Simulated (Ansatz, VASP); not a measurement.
## Two plane-wave programs on BiTe

```
CELL_PARAMETERS angstrom
0.00000 3.25119 3.32695
3.25119 0.00000 3.32695
3.25119 3.25119 0.00000
ATOMIC_POSITIONS crystal
Bi 0.02035 0.02035 0.97965
Te 0.46667 0.46667 0.53333
```

Change from the starting cell: mode 6 frozen in at -0.217 Å, normal strain along z +0.0233.

Alike in both runs: task single point; functional PBE; k mesh 12 × 12 × 12; occupations gaussian, width 0.15 eV; no spin polarisation.

```csv
,VASP,Ansatz
version,VASP 6.6.1,Ansatz 0.2.0
potentials or method,"VASP PAW PBE potentials, release 64 (Bi_d, Te), cutoff 520 eV","scalar-relativistic, plane waves, PAW"
valence electrons in the cell,21,31
```

Ansatz gave:

| Quantity | Value |
| --- | --- |
| gap on the k mesh at the Fermi level (eV) | none |
| pressure (GPa) | 0.9 |
| traceless stress, the component that is largest in VASP (GPa) | 0.58 |
| rms of the force components (eV/Å) | 0.425 |

Task: What did VASP give for the same quantities?

Result: gap on the k mesh at the Fermi level (eV): none; pressure (GPa): 0.8; traceless stress, the component that is largest in VASP (GPa): 0.61; rms of the force components (eV/Å): 0.428.

Atom by atom the forces differ by 0.003 eV/Å (rms over components). A gap of «none» marks a metal or a gap that the smearing closes. VASP's potentials hold 21 valence electrons a cell and Ansatz's 31, so a difference there can come from the potentials and not from the codes.

Neither program's run includes spin-orbit coupling.
